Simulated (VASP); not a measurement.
# ZnS: single point with PBE

Crystal: ZnS.

```
Zn S
1.0
     0.00000    2.62007    2.88208
     2.62007    0.00000    2.88208
     2.62007    2.62007    0.00000
Zn S
1 1
Direct
  0.00000 0.00000 0.00000
  0.75000 0.75000 0.75000
```

This cell differs from its parent crystal: ratio of the length along z to the lengths across it x 1.1, volume and fractional coordinates fixed.

```json
{
  "Program": "VASP 6.6.1",
  "Task": "single point",
  "Functional": "PBE",
  "Potentials or basis": "VASP PAW PBE potentials, release 64 (Zn, S)",
  "Cutoff": "520 eV",
  "k mesh": "10 × 10 × 10",
  "Occupations": "gaussian, width 0.05 eV",
  "Spin": "no spin polarisation"
}
```

```json
{
 "Pressure": "1.3 GPa",
 "Band gap on the k mesh": "1.93 eV, direct"
}
```

Stress tensor (GPa, compression positive):
```
 2.85  0.00  0.00
 0.00  2.85  0.00
 0.00  0.00 -1.72
```

Levels at points of the mesh, in eV from the valence-band top:
```tsv
k point	band 5	band 6	band 7	band 8	band 9	band 10	band 11	band 12	band 13	band 14
(0.00, 0.00, 0.00)	-5.97	-5.95	-0.40	0.00	0.00	1.93	6.33	6.34	6.34	10.58
(0.50, 0.00, 0.00)	-5.94	-5.76	-5.34	-1.25	-0.70	3.04	6.59	7.25	8.77	11.93
(0.50, 0.50, 0.00)	-5.89	-5.85	-5.02	-1.97	-1.97	3.66	4.56	10.10	11.93	11.93
(0.50, 0.00, 0.50)	-5.89	-5.70	-4.45	-2.56	-2.36	3.15	3.67	11.07	11.09	11.69
```

Run time: 30 s on 1 thread of Intel(R) Xeon(R) 6975P-C (Granite Rapids), with other jobs on the host, peak memory 0.2 GiB.
